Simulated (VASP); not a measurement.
# ZrGe2Pd3 (P-6m2) in VASP: a series of runs, part 2 of 2

VASP 6.6.1. Earlier steps stand in the parts before.

## Step 3: Single point, PBE

This run uses another cell than the first one, of 17.90 Å³/atom, 0.819 times its volume.

The input, INCAR:

```
PREC = Accurate ; ENCUT = 520
EDIFF = 1E-7 ; ISMEAR = 0
SIGMA = 0.2 ; LREAL = False
LASPH = True ; NELM = 100
ALGO = Normal ; ISIF = 2
LWAVE = False ; LCHARG = False
GGA = PE ; NBANDS = 44
```

The input, KPOINTS:

```
Automatic mesh
0
Gamma
  5 5 2
```

The input, POSCAR:

```
ZrGe2Pd3
1.0
    4.7997899938      0.0000000035      0.0000000000
   -2.3998950000      4.1567400657      0.0000000000
    0.0000000000      0.0000000000      5.3831884359
Zr Ge Pd
1 2 3
Direct
    0.6666666667      0.3333333333      0.0000000000
    0.0000000000      0.0000000000      0.5000000000
    0.6666666667      0.3333333333      0.5000000000
    0.3333333333      0.6666666667      0.0000000000
    0.0000000000      0.0000000000      0.0000000000
    0.3333333333      0.6666666667      0.5000000000
```

Potentials or basis: VASP PAW PBE potentials, release 64 (Zr_sv, Ge_d, Pd).

On the command line:

```
> cat potpaw_PBE.64/Zr_sv/POTCAR potpaw_PBE.64/Ge_d/POTCAR potpaw_PBE.64/Pd/POTCAR > POTCAR
> mpirun -np 1 vasp_std > vasp.out
```

OUTCAR:

```text
PREC = Accurate
   ENCUT = 520
   EDIFF = 1E-7
   ISMEAR = 0
   LREAL = False
   LASPH = True
   NELM = 100
   ISIF = 2
   GGA = PE

 ion  position               nearest neighbor table
   1  0.667  0.333  0.000-   3 2.69   3 2.69   4 2.77   4 2.77   5 2.77   5 2.77   5 2.77   4 2.77

   2  0.000  0.000  0.500-   5 2.69   5 2.69   6 2.77   3 2.77   3 2.77   6 2.77   3 2.77   6 2.77

   3  0.667  0.333  0.500-   1 2.69   1 2.69   6 2.77   6 2.77   2 2.77   2 2.77   2 2.77   6 2.77

   4  0.333  0.667  0.000-   6 2.69   6 2.69   1 2.77   1 2.77   5 2.77   5 2.77   5 2.77   1 2.77

   5  0.000  0.000  0.000-   2 2.69   2 2.69   4 2.77   1 2.77   1 2.77   4 2.77   1 2.77   4 2.77

   6  0.333  0.667  0.500-   4 2.69   4 2.69   3 2.77   3 2.77   2 2.77   2 2.77   2 2.77   3 2.77

  LATTYP: Found a hexagonal cell.
 ALAT       =     4.7997899938
 C/A-ratio  =     1.1215466599

  Lattice vectors:

 A1 = (   4.7997899938,   0.0000000035,   0.0000000000)
 A2 = (  -2.3998950000,   4.1567400657,   0.0000000000)
 A3 = (   0.0000000000,   0.0000000000,   5.3831884359)

Analysis of symmetry for initial positions (statically):
=====================================================================
 Subroutine PRICEL returns:
 Original cell was already a primitive cell.

 Routine SETGRP: Setting up the symmetry group for a
 hexagonal supercell.

 Subroutine GETGRP returns: Found 12 space group operations
 (whereof 12 operations were pure point group operations)
 out of a pool of 24 trial point group operations.

The static configuration has the point symmetry D_3h.

Analysis of symmetry for dynamics (positions and initial velocities):
=====================================================================
 Subroutine PRICEL returns:
 Original cell was already a primitive cell.

 Routine SETGRP: Setting up the symmetry group for a
 hexagonal supercell.

 Subroutine GETGRP returns: Found 12 space group operations
 (whereof 12 operations were pure point group operations)
 out of a pool of 24 trial point group operations.

The dynamic configuration has the point symmetry D_3h.

 Subroutine INISYM returns: Found 12 space group operations
 (whereof 12 operations are pure point group operations),
 and found     1 'primitive' translations

----------------------------------------------------------------------------------------

                                     Primitive cell

  volume of cell :     107.4026

  direct lattice vectors                    reciprocal lattice vectors
     4.799789994  0.000000003  0.000000000     0.208342448  0.120286569  0.000000000
    -2.399895000  4.156740066  0.000000000    -0.000000000  0.240573138  0.000000000
     0.000000000  0.000000000  5.383188436     0.000000000  0.000000000  0.185763514

  length of vectors
     4.799789994  4.799789994  5.383188436     0.240573138  0.240573138  0.185763514

  position of ions in fractional coordinates (direct lattice)
     0.666666667  0.333333333  0.000000000
     0.000000000  0.000000000  0.500000000
     0.666666667  0.333333333  0.500000000
     0.333333333  0.666666667  0.000000000
     0.000000000  0.000000000  0.000000000
     0.333333333  0.666666667  0.500000000

  ion indices of the primitive-cell ions
[... 38 lines left out ...]
  0.400000 -0.000000  0.000000      6.000000
  0.200000  0.200000  0.000000      6.000000
  0.400000  0.200000  0.000000      6.000000
  0.000000  0.000000  0.500000      1.000000
  0.200000 -0.000000  0.500000      6.000000
  0.400000 -0.000000  0.500000      6.000000
  0.200000  0.200000  0.500000      6.000000
  0.400000  0.200000  0.500000      6.000000
   k-points           NKPTS =     10   k-points in BZ     NKDIM =     10   number of bands    NBANDS=     44
   number of dos      NEDOS =    301   number of ions     NIONS =      6
   total plane-waves  NPLWV =  51840
   dimension x,y,z NGX =    36 NGY =   36 NGZ =   40
   dimension x,y,z NGXF=    72 NGYF=   72 NGZF=   80
   ions per type =               1   2   3
   NGX,Y,Z   is equivalent  to a cutoff of  12.47, 12.47, 12.35 a.u.
   NGXF,Y,Z  is equivalent  to a cutoff of  24.94, 24.94, 24.71 a.u.
 SYSTEM =  unknown system
   PREC   = accura    normal or accurate (medium, high low for compatibility)
   ISTART =      0    job   : 0-new  1-cont  2-samecut
   ICHARG =      2    charge: 1-file 2-atom 10-const
   ISPIN  =      1    spin polarized calculation?
   LNONCOLLINEAR =      F non collinear calculations
   LSORBIT =      F    spin-orbit coupling
   LASPH  =      T    aspherical Exc in radial PAW
   ENCUT  =  520.0 eV  38.22 Ry    6.18 a.u.   8.92  8.92 10.01*2*pi/ulx,y,z
   NELM   =    100;   NELMIN=  2; NELMDL= -5     # of ELM steps
   EDIFF  = 0.1E-06   stopping-criterion for ELM
   LREAL  =      F    real-space projection
   EDIFFG = 0.1E-05   stopping-criterion for IOM
   NSW    =      0    number of steps for IOM
   IBRION =     -1    ionic relax: 0-MD 1-quasi-New 2-CG
   NFREE  =      0    steps in history (QN), initial steepest desc. (CG)
   ISIF   =      2    stress and relaxation
   ISYM   =      2    0-nonsym 1-usesym 2-fastsym
   POTIM  = 0.5000    time-step for ionic-motion
   TEBEG  =    0.0;   TEEND  =   0.0 temperature during run
   PSTRESS=    0.0 pullay stress
   NELECT =      70.0000    total number of electrons
   NUPDOWN=      -1.0000    fix difference up-down
   EMIN   =  10.00;   EMAX   =-10.00  energy-range for DOS
   EFERMI =   0.00;   METHOD = LEGACY
   ISMEAR =     0;   SIGMA  =   0.20  broadening in eV -4-tet -1-fermi 0-gaus
   EFERMI_NEDOS =   21; number of points for ismear=-14 and -15
   IALGO  =     38    algorithm
   IMIX   =      4    mixing-type and parameters
     AMIX     =   0.40;   BMIX     =  1.00
     AMIX_MAG =   1.60;   BMIX_MAG =  1.00
  volume/ion in A,a.u.               =      17.90       120.80
  Fermi-wavevector in a.u.,A,eV,Ry     =   1.419393  2.682264 27.411332  2.014676
  Thomas-Fermi vector in A             =   2.540418
   LORBIT       =      0    0 simple, 1 ext, 2 COOP (PROOUT), +10 PAW based schemes
   GGA     = PE    functional components
   LHFCALC =     F    Hartree Fock is set to
   AEXX    =    0.0000 exact exchange contribution
   IVDW    =     0    specifies the selected vdW correction
   LEPSILON=     F    determine dielectric tensor
   LRPA    =     F    only Hartree local field effects (RPA)
 non-spin polarized calculation
 Gauss-broadening in eV      SIGMA  =   0.20
  energy-cutoff  :      520.00
  volume of cell :      107.40
 maximum number of plane-waves:      2910
 NGX is ok and might be reduce to    36
   NGX = 17   NGY = 17   NGZ = 21

 number of electron      69.9999999 magnetization

 Free energy of the ion-electron system (eV)
  ---------------------------------------------------
  ext. energy  EPLUGINS =         0.00000000
  ---------------------------------------------------
  free energy    TOTEN  =       -34.75155132 eV

  energy without entropy =      -34.69268379  energy(sigma->0) =      -34.72211756

 E-fermi :   8.5142     XC(G=0): -11.8736

 val. band max:        8.4038771878   @ k =   0.0000   0.0000   0.5000
 cond. band min:       8.5350823179   @ k =   0.2000  -0.0000   0.0000
 fundamental gap:      0.1312051301
 Fermi energy:         8.5141833931

 k-point     1 :       0.0000    0.0000    0.0000
  band No.  band energies     occupation
      1     -40.8408      2.00000
      2     -18.9959      2.00000
      3     -18.8578      2.00000
      4     -18.8578      2.00000
      5     -16.3223      2.00000
      6     -16.3223      2.00000
[... 459 lines left out ...]
     43      12.6335      0.00000
     44      14.4101      0.00000

------------------------ aborting loop because EDIFF is reached ----------------------------------------

  FORCE on cell =-STRESS in cart. coord.  units (eV):
  Direction    XX          YY          ZZ          XY          YZ          ZX
  --------------------------------------------------------------------------------------
  -------------------------------------------------------------------------------------
  Total        0.0886593      0.0886593     -0.0431874     -0.0000000      0.0000000      0.0000000
  in kB        1.3225747      1.3225747     -0.6442481     -0.0000000      0.0000000      0.0000000
  external PRESSURE =       0.6669671 kB  Pullay stress =       0.0000000 kB

 VOLUME and BASIS-vectors are now :
 -----------------------------------------------------------------------------
  energy-cutoff  :      520.00
  volume of cell :      107.40
      direct lattice vectors                 reciprocal lattice vectors
     4.799789994  0.000000003  0.000000000     0.208342448  0.120286569  0.000000000
    -2.399895000  4.156740066  0.000000000    -0.000000000  0.240573138  0.000000000
     0.000000000  0.000000000  5.383188436     0.000000000  0.000000000  0.185763514

 POSITION                                       TOTAL-FORCE (eV/Angst)
 -----------------------------------------------------------------------------------
      2.39989      1.38558      0.00000        -0.000000     -0.000000      0.000000
      0.00000      0.00000      2.69159         0.000000     -0.000000      0.000000
      2.39989      1.38558      2.69159        -0.000000      0.000000      0.000000
     -0.00000      2.77116      0.00000         0.000000      0.000000      0.000000
      0.00000      0.00000      0.00000         0.000000     -0.000000      0.000000
     -0.00000      2.77116      2.69159         0.000000      0.000000      0.000000
 -----------------------------------------------------------------------------------
    total drift:                               -0.000000      0.000000      0.000000

  FREE ENERGIE OF THE ION-ELECTRON SYSTEM (eV)
  ---------------------------------------------------
  free  energy   TOTEN  =       -34.7515513232 eV

  energy  without entropy=      -34.6926837889  energy(sigma->0) =      -34.72211756
```

OSZICAR:

```text
N       E                     dE             d eps       ncg     rms          rms(c)
DAV:   1     0.814960853981E+03    0.81496E+03   -0.32408E+04  1116   0.335E+03
DAV:   2     0.979071465647E+02   -0.71705E+03   -0.68831E+03   888   0.970E+02
DAV:   3    -0.242026064013E+02   -0.12211E+03   -0.11823E+03   952   0.207E+02
DAV:   4    -0.356183073689E+02   -0.11416E+02   -0.11254E+02  1432   0.619E+01
DAV:   5    -0.360233824313E+02   -0.40508E+00   -0.40423E+00  1172   0.106E+01    0.150E+01
DAV:   6    -0.350219404219E+02    0.10014E+01   -0.48631E+00  1136   0.162E+01    0.726E+00
DAV:   7    -0.348770232483E+02    0.14492E+00   -0.19579E+00  1024   0.135E+01    0.414E+00
DAV:   8    -0.347515226806E+02    0.12550E+00   -0.62679E-01  1124   0.650E+00    0.149E+00
DAV:   9    -0.347529068798E+02   -0.13842E-02   -0.66745E-02  1120   0.260E+00    0.636E-01
DAV:  10    -0.347517061687E+02    0.12007E-02   -0.15877E-02  1016   0.149E+00    0.338E-01
DAV:  11    -0.347515920219E+02    0.11415E-03   -0.41780E-03  1144   0.777E-01    0.562E-02
DAV:  12    -0.347515554442E+02    0.36578E-04   -0.57705E-04  1144   0.370E-01    0.245E-02
DAV:  13    -0.347515511733E+02    0.42710E-05   -0.95688E-05  1256   0.141E-01    0.115E-02
DAV:  14    -0.347515513443E+02   -0.17103E-06   -0.17623E-05  1084   0.658E-02    0.526E-03
DAV:  15    -0.347515514035E+02   -0.59223E-07   -0.31682E-06  1252   0.214E-02    0.211E-03
DAV:  16    -0.347515513232E+02    0.80301E-07   -0.35688E-07   888   0.778E-03
   1 F= -.34751551E+02 E0= -.34722118E+02  d E =-.588675E-01
```

stdout:

```text
POSCAR found type information on POSCAR ZrGePd
 POSCAR found :  3 types and       6 ions
 scaLAPACK will be used
 LDA part: xc-table for (Slater+PW92), standard interpolation
 POSCAR, INCAR and KPOINTS ok, starting setup
 FFT: planning ... GRIDC
 FFT: planning ... GRID_SOFT
 FFT: planning ... GRID
 WAVECAR not read
 entering main loop
```

Wall time 24 s (1 thread of Intel Xeon 6975P-C (Granite Rapids), shared host); peak memory 0.23 GiB.

What came out:

```
Free energy            : -34.7516 eV
Pressure               : 0.1 GPa
Band gap on the k mesh : zero (band 35 reaches 8.76 eV, above the bottom of band 36 at 7.67 eV)
```

Caveat: the k points lie up to 0.58 Å⁻¹ apart.
